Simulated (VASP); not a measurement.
ZnSn3, 4 atoms in the cell. Symmetry: Fm-3m, No. 225, cubic system. The conventional cell has a = 7.401 Å, b = 7.401 Å, c = 7.401 Å, α = 90.00°, β = 90.00°, γ = 90.00°. Within 4.2 Å of Zn (site symmetry m-3m) lie 14 Sn at 3.20 to 3.70 Å. Within 4.2 Å of Sn (site symmetry -43m) lie 4 Zn at 3.20 Å and 10 Sn at 3.20 to 3.70 Å. Within 4.2 Å of Sn (site symmetry m-3m) lie 8 Sn at 3.20 Å and 6 Zn at 3.70 Å. 

| Property | Result |
| --- | --- |
| Program | VASP 6.6.1 |
| Task | single point |
| Functional | r2SCAN |
| Dispersion | D4 |
| Potentials or basis | VASP PAW PBE potentials, release 64 (Zn, Sn_d) |
| Cutoff | 520 eV |
| k mesh | 4 × 4 × 4 |
| Occupations | methfessel-paxton, width 0.05 eV |
| Spin | no spin polarisation |
| Dipole correction | no |
| Further INCAR settings | ALGO = Normal; EDIFF = 1e-07; NBANDS = 35 |

Potentials or basis: VASP PAW PBE potentials, release 64 (Zn, Sn_d).

Command:

```sh
$ cat potpaw_PBE.64/Zn/POTCAR potpaw_PBE.64/Sn_d/POTCAR > POTCAR
$ cp INCAR.step1 INCAR
$ mpirun -np 1 vasp_std > vasp.out
$ cp INCAR.step2 INCAR
$ mpirun -np 1 vasp_std > vasp.out
```

Hardware: 1 thread of AMD EPYC 7R13, with other jobs on the host.

Question: How long does it take, and how much memory?

Answer: Wall time 5.8 min on 1 thread of AMD EPYC 7R13, on a shared host, peak memory 0.24 GiB. Counts: k points 8.
